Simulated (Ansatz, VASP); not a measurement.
## AlN in VASP and in Ansatz

```
CELL_PARAMETERS angstrom
0.00000 2.01887 1.93811
2.01887 0.00000 1.93811
2.01887 2.01887 0.00000
ATOMIC_POSITIONS crystal
Al 0.00000 0.00000 0.00000
N 0.50000 0.50000 0.50000
```

Change from the starting cell: uniaxial_z strain -4.0%.

Alike in both runs: task single point; functional HSE06; k mesh 8 × 8 × 8; no spin polarisation.

```csv
,VASP,Ansatz
version,VASP 6.6.1,Ansatz 0.2.0
potentials or method,"VASP PAW PBE potentials, release 64 (Al, N)","plane waves, PAW"
plane-wave cutoff (eV),520,420
occupations,"gaussian, width 0.01 eV",fixed
valence electrons in the cell,8,8
```

```csv
,VASP,Ansatz,Ansatz less VASP
gap on the k mesh at the Fermi level (eV),6.09,6.08,-0.007
pressure (GPa),11.7,11.6,-0.10
"traceless stress, the component that is largest in VASP (GPa)",10.58,10.65,+0.067
```

Ansatz's warnings: stress exchange threshold loose, stress scf threshold loose.
